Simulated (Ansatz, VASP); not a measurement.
# As: VASP beside Ansatz

```xyz
4
Lattice="0.0000 3.9035 3.9035 3.9035 0.0000 3.9035 3.9035 3.9035 0.0000" Properties=species:S:1:pos:R:3 pbc="T T T"
As    4.8794    4.8794    4.8794
As    2.9276    2.9276    4.8794
As    2.9276    4.8794    2.9276
As    4.8794    2.9276    2.9276
```

Alike in both runs: functional PBE; k mesh 4 × 4 × 4; occupations gaussian, width 0.1 eV; no spin polarisation.

Ansatz relaxed the structure, and its values are those at the end. VASP's run is a single point on that final structure, the one shown.

|  | VASP | Ansatz |
| --- | --- | --- |
| version | VASP 6.6.1 | Ansatz 0.2.0 |
| potentials or method | VASP PAW PBE potentials, release 64 (As), cutoff 520 eV | scalar-relativistic, plane waves, PAW |
| valence electrons in the cell | 20 | 60 |

```tsv
	VASP	Ansatz	Ansatz less VASP
gap on the k mesh at the Fermi level (eV)	none	none	-
pressure (GPa)	0.4	0.3	-0.08
```

A gap of «none» marks a metal or a gap that the smearing closes. The functional is the same, so the differences come from potentials, cutoffs and numerics. VASP's potentials hold 20 valence electrons a cell and Ansatz's 60, so a difference there can come from the potentials and not from the codes.
